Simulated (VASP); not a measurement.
SiC:

```
Si C
1.0
     3.07662    0.00000    0.00000
    -1.53831    2.66443    0.00000
     0.00000    0.00000   15.09808
Si C
6 6
Direct
  0.33333 0.66667 0.83299
  0.66667 0.33333 0.33299
  0.66667 0.33333 0.66650
  0.33333 0.66667 0.16650
  0.00000 0.00000 0.49973
  0.00000 0.00000 0.99973
  0.00000 0.00000 0.87437
  0.00000 0.00000 0.37437
  0.33333 0.66667 0.70800
  0.66667 0.33333 0.20800
  0.66667 0.33333 0.54152
  0.33333 0.66667 0.04152
```

- Program: VASP 6.6.1
- Task: relaxation of cell and atoms
- Functional: PBE
- Potentials or basis: VASP PAW PBE potentials, release 64 (Si, C)
- Cutoff: 600 eV
- k mesh: 12 × 12 × 2
- Occupations: gaussian, width 0.02 eV
- Spin: no spin polarisation

At the start: pressure 3.7 GPa; volume 10.31 Å³/atom.

Task: Where does the relaxation end?

Result: Over 8 steps the energy falls by 2.0 meV/atom and the volume is 10.49 Å³/atom (+1.7 %); space group P6_3mc (No. 186, to 0.1 Å) before and after.

The path:
```
step  energy change (eV)  largest force (eV/Å)  pressure (GPa)  volume (Å³)
   1              0.0000                0.0075            3.72       123.77
   2              0.0013                0.0174           -3.59       128.10
   3             -0.0241                0.0053            0.00       125.88
   4             -0.0241                0.0050            0.07       125.84
   5             -0.0241                0.0045            0.07       125.84
   6             -0.0241                0.0014            0.07       125.84
   7             -0.0241                0.0007            0.05       125.85
   8             -0.0241                0.0006           -0.01       125.89
```

Final structure:
```
CELL_PARAMETERS angstrom
3.09422 0.00000 0.00000
-1.54711 2.67967 0.00000
0.00000 0.00000 15.18246
ATOMIC_POSITIONS crystal
Si 0.33333 0.66667 0.83299
Si 0.66667 0.33333 0.33299
Si 0.66667 0.33333 0.66650
Si 0.33333 0.66667 0.16650
Si 0.00000 0.00000 0.49973
Si 0.00000 0.00000 0.99973
C 0.00000 0.00000 0.87437
C 0.00000 0.00000 0.37437
C 0.33333 0.66667 0.70800
C 0.66667 0.33333 0.20800
C 0.66667 0.33333 0.54151
C 0.33333 0.66667 0.04152
```
